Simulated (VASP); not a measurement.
Input of a VASP 6.6.1 run:

The input POSCAR:

```
PbO
1.0
    3.9804038208      0.0000000000      0.0000000000
    0.0000000000      3.9804038208      0.0000000000
    0.0000000000      0.0000000000      5.0009105968
Pb O
2 2
Direct
    0.0000000000      0.5000000000      0.2366326960
    0.5000000000      0.0000000000      0.7633673040
    0.0000000000      0.0000000000      0.0000000000
    0.5000000000      0.5000000000      0.0000000000
```

File INCAR.step1:

```
SYSTEM = PbO
  PREC = Accurate
  ENCUT = 520
  ISMEAR = -1
  SIGMA = 0.02
  LREAL = .FALSE.
  LASPH = .TRUE.
  NELM = 80
  NBANDS = 28
  GGA = PE
  ALGO = Normal
  EDIFF = 1E-4
  LWAVE = .TRUE.
  LCHARG = .FALSE.
```

The input INCAR.step2:

```
SYSTEM = PbO
  PREC = Accurate
  ENCUT = 520
  EDIFF = 1E-7
  ISMEAR = -1
  SIGMA = 0.02
  LREAL = .FALSE.
  LASPH = .TRUE.
  NELM = 80
  ALGO = Normal
  ISIF = 2
  LWAVE = .FALSE.
  LCHARG = .FALSE.
  METAGGA = R2SCAN
  LMIXTAU = .TRUE.
  LUSE_VDW = .TRUE.
  IVDW_NL = 2
  BPARAM = 11.95
  CPARAM = 0.0093
  NBANDS = 28
  ISTART = 1
```

Contents of KPOINTS:

```
regular mesh
0
G
  6 6 6
  0 0 0
```

Potentials or basis: VASP PAW PBE potentials, release 64 (Pb_d, O).

Command:

```sh
$ cat potpaw_PBE.64/Pb_d/POTCAR potpaw_PBE.64/O/POTCAR > POTCAR
$ cp INCAR.step1 INCAR
$ mpirun -np 1 vasp_std > vasp.out
$ cp INCAR.step2 INCAR
$ mpirun -np 1 vasp_std > vasp.out
```

(1) Estimate the band gap on the k mesh.

(2) Estimate the largest force.

Answers

(1) 1.49 eV, indirect (least direct gap 2.65 eV).

(2) 0.123 eV/Å.

Caveat: the PAW data sets were made with another functional, which shifts forces and pressure a little; spin-orbit coupling is left out, which moves the levels of the heavy elements.
